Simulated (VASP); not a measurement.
Input of a VASP 6.6.1 run:

The input INCAR:

```
SYSTEM = Sb
PREC = Accurate ; ENCUT = 520
EDIFF = 1E-7 ; ISMEAR = 0
SIGMA = 0.2 ; LREAL = .FALSE.
LASPH = .TRUE. ; NELM = 80
ALGO = Normal ; ISIF = 2
LWAVE = .FALSE. ; LCHARG = .FALSE.
GGA = PE ; NBANDS = 24
```

The input KPOINTS:

```
Automatic mesh
0
G
  8 6 2
  0 0 0
```

The input POSCAR:

```
Sb
1.0
    3.0845207904      0.0000000000      0.0000000000
    0.0000000000      4.3271735931      0.0000000000
    0.0000000000      0.0000000000     14.8092131711
Sb
6
Direct
    0.5000000000      0.5000000000      0.3970393989
    0.5000000000      0.5000000000      0.8970393989
    0.5000000000      0.5000000000      0.1029606011
    0.5000000000      0.5000000000      0.6029606011
    0.5000000000      0.0000000000      0.2500000000
    0.5000000000      0.0000000000      0.7500000000
```

Potentials or basis: VASP PAW PBE potentials, release 64 (Sb).

Launch:

```bash
$ cat potpaw_PBE.64/Sb/POTCAR > POTCAR
$ mpirun -np 1 vasp_std > vasp.out
```

(1) What does it give for the largest force?

(2) Predict the band gap on the k mesh.

(3) What does it give for the pressure?

Results:

(1) 0.126 eV/Å.

(2) zero (band 15 reaches 8.32 eV, above the bottom of band 16 at 3.53 eV).

(3) -0.1 GPa.

Caveat: spin-orbit coupling is left out, which moves the levels of the heavy elements.
